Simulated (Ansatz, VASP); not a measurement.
# One calculation of Ga2SnO4, two programs

```
Ga Sn O
1.0
     0.00000    3.32610    5.61049
     2.68260    0.00000    5.61049
     2.68260    3.32610    0.00000
Ga Sn O
2 1 4
Direct
  0.25000 0.25000 0.25000
  0.75000 0.75000 0.75000
  0.00000 0.00000 0.00000
  0.02255 0.31102 0.68898
  0.31102 0.02255 0.97745
  0.68898 0.97745 0.02255
  0.97745 0.68898 0.31102
```

Alike in both runs: task relaxation of cell and atoms; functional PBE; k mesh 3 × 3 × 3; occupations gaussian, width 0.15 eV; no spin polarisation.

|  | VASP | Ansatz |
| --- | --- | --- |
| version | VASP 6.6.1 | Ansatz 0.2.0 |
| potentials or method | VASP PAW PBE potentials, release 64 (Ga_d, Sn_d, O_h), cutoff 910 eV | scalar-relativistic, plane waves, PAW |
| valence electrons in the cell | 64 | 64 |

VASP gave:

| Item | Value |
| --- | --- |
| gap on the k mesh at the Fermi level, each at its own relaxed structure (eV) | 0.95 |
| relaxed volume (Å³/atom) | 18.45 |
| relaxed cell length with the largest relative difference (Å) | 4.828 |

Question: What did Ansatz give for the same quantities?

Answer: gap on the k mesh at the Fermi level, each at its own relaxed structure (eV): 1.13; relaxed volume (Å³/atom): 20.56; relaxed cell length with the largest relative difference (Å): 5.692.

One of these differences is far larger than is usual between the two programs; its cause wasn't traced.

The k mesh is coarse, so the values compare programs but aren't converged. Noted on VASP's run: the cutoff is short for stress, so the pressure is rough; the volume moved by over 15 % at a fixed basis, so the end points are rough.
